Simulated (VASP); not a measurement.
# Si (Fd-3m) in VASP: single point with PBE

Aim: the single point of Si with PBE.

Program: VASP 6.6.1. These are calculated values, not measurements. Logs are shortened: lines on timing, memory, paths and dates and some standing lists are left out, and cuts for length are marked.

**1. The cell of the first run**

Symmetry: Fd-3m, No. 227, cubic system. Conventional cell: a = 5.470 Å, b = 5.470 Å, c = 5.470 Å, α = 90.00°, β = 90.00°, γ = 90.00°. Si (site symmetry -43m) has 4 Si at 2.37 Å within 3.1 Å.

**2. Single point, PBE**

INCAR

```
PREC = Accurate
ENCUT = 500
EDIFF = 1E-6
ISMEAR = 0
SIGMA = 0.01
LREAL = False
LASPH = True
NELM = 120
ALGO = Normal
ISIF = 2
LWAVE = False
LCHARG = False
GGA = PE
NBANDS = 11
GGA_COMPAT = False
```

KPOINTS

```
Automatic mesh
0
Gamma
  6 6 6
```

POSCAR

```
Si
1.0
    0.0000000000      2.7351079786      2.7351079786
    2.7351079786      0.0000000000      2.7351079786
    2.7351079786      2.7351079786      0.0000000000
Si
2
Direct
    0.7500000000      0.7500000000      0.7500000000
    0.5000000000      0.5000000000      0.5000000000
```

Potentials or basis: VASP PAW PBE potentials, release 64 (Si).

Command:

```console
> cat potpaw_PBE.64/Si/POTCAR > POTCAR
> mpirun -np 1 vasp_std > vasp.out
```

OUTCAR:

```text
PREC = Accurate
   ENCUT = 500
   EDIFF = 1E-6
   ISMEAR = 0
   LREAL = False
   LASPH = True
   NELM = 120
   ISIF = 2
   GGA = PE

 ion  position               nearest neighbor table
   1  0.750  0.750  0.750-   2 2.37   2 2.37   2 2.37   2 2.37
   2  0.500  0.500  0.500-   1 2.37   1 2.37   1 2.37   1 2.37

  LATTYP: Found a face centered cubic cell.
 ALAT       =     5.4702159572

  Lattice vectors:

 A1 = (   0.0000000000,   2.7351079786,   2.7351079786)
 A2 = (   2.7351079786,   0.0000000000,   2.7351079786)
 A3 = (   2.7351079786,   2.7351079786,   0.0000000000)

Analysis of symmetry for initial positions (statically):
=====================================================================
 Subroutine PRICEL returns:
 Original cell was already a primitive cell.

 Routine SETGRP: Setting up the symmetry group for a
 face centered cubic supercell.

 Subroutine GETGRP returns: Found 48 space group operations
 (whereof 24 operations were pure point group operations)
 out of a pool of 48 trial point group operations.

The static configuration has the point symmetry T_d .
 The point group associated with its full space group is O_h .

Analysis of symmetry for dynamics (positions and initial velocities):
=====================================================================
 Subroutine PRICEL returns:
 Original cell was already a primitive cell.

 Routine SETGRP: Setting up the symmetry group for a
 face centered cubic supercell.

 Subroutine GETGRP returns: Found 48 space group operations
 (whereof 24 operations were pure point group operations)
 out of a pool of 48 trial point group operations.

The dynamic configuration has the point symmetry T_d .
 The point group associated with its full space group is O_h .

 Subroutine INISYM returns: Found 48 space group operations
 (whereof 24 operations are pure point group operations),
 and found     1 'primitive' translations

----------------------------------------------------------------------------------------

                                     Primitive cell

  volume of cell :      40.9217

  direct lattice vectors                    reciprocal lattice vectors
     0.000000000  2.735107979  2.735107979    -0.182808139  0.182808139  0.182808139
     2.735107979  0.000000000  2.735107979     0.182808139 -0.182808139  0.182808139
     2.735107979  2.735107979  0.000000000     0.182808139  0.182808139 -0.182808139

  length of vectors
     3.868026798  3.868026798  3.868026798     0.316632985  0.316632985  0.316632985

  position of ions in fractional coordinates (direct lattice)
     0.750000000  0.750000000  0.750000000
     0.500000000  0.500000000  0.500000000

  ion indices of the primitive-cell ions
   primitive index   ion index
                 1           1
                 2           2

----------------------------------------------------------------------------------------

 KPOINTS: Automatic mesh

Automatic generation of k-mesh.
 Grid dimensions read from file:
 generate k-points for:    6    6    6

 Generating k-lattice:

  Cartesian coordinates                     Fractional coordinates (reciprocal lattice)
    -0.030468023  0.030468023  0.030468023     0.166666667  0.000000000  0.000000000
     0.030468023 -0.030468023  0.030468023     0.000000000  0.166666667  0.000000000
     0.030468023  0.030468023 -0.030468023     0.000000000  0.000000000  0.166666667

  Length of vectors
     0.052772164  0.052772164  0.052772164

  Shift w.r.t. Gamma in fractional coordinates (k-lattice)
     0.000000000  0.000000000  0.000000000

 Subroutine IBZKPT returns following result:
 ===========================================

 Found     16 irreducible k-points:

 Following reciprocal coordinates:
            Coordinates               Weight
  0.000000  0.000000  0.000000      1.000000
  0.166667  0.000000  0.000000      8.000000
  0.333333  0.000000  0.000000      8.000000
  0.500000  0.000000  0.000000      4.000000
  0.166667  0.166667  0.000000      6.000000
  0.333333  0.166667  0.000000     24.000000
[... 8 lines left out ...]
 -0.333333  0.333333  0.166667     24.000000
 -0.333333  0.500000  0.166667     12.000000
   k-points           NKPTS =     16   k-points in BZ     NKDIM =     16   number of bands    NBANDS=     11
   number of dos      NEDOS =    301   number of ions     NIONS =      2
   total plane-waves  NPLWV =  21952
   dimension x,y,z NGX =    28 NGY =   28 NGZ =   28
   dimension x,y,z NGXF=    56 NGYF=   56 NGZF=   56
   ions per type =               2
   NGX,Y,Z   is equivalent  to a cutoff of  12.03, 12.03, 12.03 a.u.
   NGXF,Y,Z  is equivalent  to a cutoff of  24.07, 24.07, 24.07 a.u.
 SYSTEM =  unknown system
   PREC   = accura    normal or accurate (medium, high low for compatibility)
   ISTART =      0    job   : 0-new  1-cont  2-samecut
   ICHARG =      2    charge: 1-file 2-atom 10-const
   ISPIN  =      1    spin polarized calculation?
   LNONCOLLINEAR =      F non collinear calculations
   LSORBIT =      F    spin-orbit coupling
   LASPH  =      T    aspherical Exc in radial PAW
   ENCUT  =  500.0 eV  36.75 Ry    6.06 a.u.   7.05  7.05  7.05*2*pi/ulx,y,z
   NELM   =    120;   NELMIN=  2; NELMDL= -5     # of ELM steps
   EDIFF  = 0.1E-05   stopping-criterion for ELM
   LREAL  =      F    real-space projection
   EDIFFG = 0.1E-04   stopping-criterion for IOM
   NSW    =      0    number of steps for IOM
   IBRION =     -1    ionic relax: 0-MD 1-quasi-New 2-CG
   NFREE  =      0    steps in history (QN), initial steepest desc. (CG)
   ISIF   =      2    stress and relaxation
   ISYM   =      2    0-nonsym 1-usesym 2-fastsym
   POTIM  = 0.5000    time-step for ionic-motion
   TEBEG  =    0.0;   TEEND  =   0.0 temperature during run
   PSTRESS=    0.0 pullay stress
   NELECT =       8.0000    total number of electrons
   NUPDOWN=      -1.0000    fix difference up-down
   EMIN   =  10.00;   EMAX   =-10.00  energy-range for DOS
   EFERMI =   0.00;   METHOD = LEGACY
   ISMEAR =     0;   SIGMA  =   0.01  broadening in eV -4-tet -1-fermi 0-gaus
   EFERMI_NEDOS =   21; number of points for ismear=-14 and -15
   IALGO  =     38    algorithm
   IMIX   =      4    mixing-type and parameters
     AMIX     =   0.40;   BMIX     =  1.00
     AMIX_MAG =   1.60;   BMIX_MAG =  1.00
  volume/ion in A,a.u.               =      20.46       138.08
  Fermi-wavevector in a.u.,A,eV,Ry     =   0.950139  1.795502 12.282844  0.902764
  Thomas-Fermi vector in A             =   2.078487
   LORBIT       =      0    0 simple, 1 ext, 2 COOP (PROOUT), +10 PAW based schemes
   GGA     = PE    functional components
   LHFCALC =     F    Hartree Fock is set to
   AEXX    =    0.0000 exact exchange contribution
   IVDW    =     0    specifies the selected vdW correction
   LEPSILON=     F    determine dielectric tensor
   LRPA    =     F    only Hartree local field effects (RPA)
 non-spin polarized calculation
 Gauss-broadening in eV      SIGMA  =   0.01
  energy-cutoff  :      500.00
  volume of cell :       40.92
 maximum number of plane-waves:      1056
   NGX = 15   NGY = 15   NGZ = 15

 number of electron       8.0000000 magnetization

 Free energy of the ion-electron system (eV)
  ---------------------------------------------------
  ext. energy  EPLUGINS =         0.00000000
  ---------------------------------------------------
  free energy    TOTEN  =       -10.82633631 eV

  energy without entropy =      -10.82633631  energy(sigma->0) =      -10.82633631

 E-fermi :   5.7049     XC(G=0):  -9.3195

 val. band max:        5.6157412189   @ k =   0.0000   0.0000   0.0000
 cond. band min:       6.3657367933   @ k =   0.5000   0.5000   0.0000
 fundamental gap:      0.7499955744
 Fermi energy:         5.7049248651

 k-point     1 :       0.0000    0.0000    0.0000
  band No.  band energies     occupation
      1      -6.1949      2.00000
      2       5.6157      2.00000
      3       5.6157      2.00000
      4       5.6157      2.00000
      5       8.1692      0.00000
      6       8.1692      0.00000
      7       8.1692      0.00000
      8       8.7408      0.00000
      9      13.3206      0.00000
     10      13.3206      0.00000
     11      13.4892      0.00000

 k-point     2 :       0.1667    0.0000    0.0000
  band No.  band energies     occupation
      1      -5.8404      2.00000
      2       3.2524      2.00000
      3       5.1749      2.00000
      4       5.1749      2.00000
      5       7.8971      0.00000
      6       8.8045      0.00000
      7       8.8045      0.00000
      8      10.8875      0.00000
      9      12.6968      0.00000
     10      12.6968      0.00000
     11      14.6117      0.00000

 k-point     3 :       0.3333    0.0000    0.0000
  band No.  band energies     occupation
      1      -4.8457      2.00000
      2       0.3473      2.00000
      3       4.6332      2.00000
      4       4.6332      2.00000
      5       7.3041      0.00000
      6       9.1157      0.00000
      7       9.1157      0.00000
      8      13.3942      0.00000
      9      13.5659      0.00000
     10      13.5659      0.00000
     11      14.5906      0.00000

 k-point     4 :       0.5000    0.0000    0.0000
  band No.  band energies     occupation
      1      -3.9177      2.00000
      2      -1.2509      2.00000
      3       4.4373      2.00000
      4       4.4373      2.00000
      5       7.0783      0.00000
      6       8.9620      0.00000
      7       8.9620      0.00000
      8      13.3140      0.00000
      9      16.1062      0.00000
     10      16.1062      0.00000
     11      16.7914      0.00000
[... 127 lines left out ...]
 k-point    14 :       0.5000    0.3333    0.1667
  band No.  band energies     occupation
      1      -3.9505      2.00000
      2       0.0087      2.00000
      3       2.1266      2.00000
      4       3.3729      2.00000
      5       8.4582      0.00000
      6       9.3328      0.00000
      7       9.7892      0.00000
      8      12.5944      0.00000
      9      14.5149      0.00000
     10      15.4055      0.00000
     11      18.4407      0.00000

 k-point    15 :      -0.3333    0.3333    0.1667
  band No.  band energies     occupation
      1      -2.9910      2.00000
      2      -1.1625      2.00000
      3       1.6923      2.00000
      4       2.9194      2.00000
      5       8.9787      0.00000
      6       9.1300      0.00000
      7      11.6692      0.00000
      8      12.0497      0.00000
      9      13.0791      0.00000
     10      16.5982      0.00000
     11      17.4177      0.00000

 k-point    16 :      -0.3333    0.5000    0.1667
  band No.  band energies     occupation
      1      -2.0157      2.00000
      2      -2.0157      2.00000
      3       2.0568      2.00000
      4       2.0568      2.00000
      5       8.3649      0.00000
      6       8.3649      0.00000
      7      12.2987      0.00000
      8      12.2987      0.00000
      9      16.0589      0.00000
     10      16.0589      0.00000
     11      18.4007      0.00000

------------------------ aborting loop because EDIFF is reached ----------------------------------------

  FORCE on cell =-STRESS in cart. coord.  units (eV):
  Direction    XX          YY          ZZ          XY          YZ          ZX
  --------------------------------------------------------------------------------------
  -------------------------------------------------------------------------------------
  Total       -0.0037106     -0.0037106     -0.0037106     -0.0000000      0.0000000      0.0000000
  in kB       -0.1452772     -0.1452772     -0.1452772     -0.0000000      0.0000000      0.0000000
  external PRESSURE =      -0.1452772 kB  Pullay stress =       0.0000000 kB

 VOLUME and BASIS-vectors are now :
 -----------------------------------------------------------------------------
  energy-cutoff  :      500.00
  volume of cell :       40.92
      direct lattice vectors                 reciprocal lattice vectors
     0.000000000  2.735107979  2.735107979    -0.182808139  0.182808139  0.182808139
     2.735107979  0.000000000  2.735107979     0.182808139 -0.182808139  0.182808139
     2.735107979  2.735107979  0.000000000     0.182808139  0.182808139 -0.182808139

 POSITION                                       TOTAL-FORCE (eV/Angst)
 -----------------------------------------------------------------------------------
      4.10266      4.10266      4.10266         0.000000      0.000000     -0.000000
      2.73511      2.73511      2.73511        -0.000000     -0.000000      0.000000
 -----------------------------------------------------------------------------------
    total drift:                                0.000000      0.000000     -0.000000

  FREE ENERGIE OF THE ION-ELECTRON SYSTEM (eV)
  ---------------------------------------------------
  free  energy   TOTEN  =       -10.8263363063 eV

  energy  without entropy=      -10.8263363063  energy(sigma->0) =      -10.82633631
```

Run time: 7.9 s. Hardware: 1 thread of Intel Xeon 8259CL, shared host; peak memory 0.14 GiB.

Results:

* Free energy: -10.8263 eV
* Pressure: 0.0 GPa
* Band gap on the k mesh: 0.75 eV, indirect (least direct gap 2.55 eV)

Levels at points of the mesh, in eV from the valence-band top:
| k point | band 1 | band 2 | band 3 | band 4 | band 5 | band 6 | band 7 | band 8 | band 9 |
| --- | --- | --- | --- | --- | --- | --- | --- | --- | --- |
| (0.00, 0.00, 0.00) | -11.81 | 0.00 | 0.00 | 0.00 | 2.55 | 2.55 | 2.55 | 3.13 | 7.70 |
| (0.50, 0.00, 0.00) | -9.53 | -6.87 | -1.18 | -1.18 | 1.46 | 3.35 | 3.35 | 7.70 | 10.49 |
| (0.50, 0.50, 0.00) | -7.74 | -7.74 | -2.79 | -2.79 | 0.75 | 0.75 | 9.93 | 9.93 | 10.90 |

A k mesh can miss the band edges.
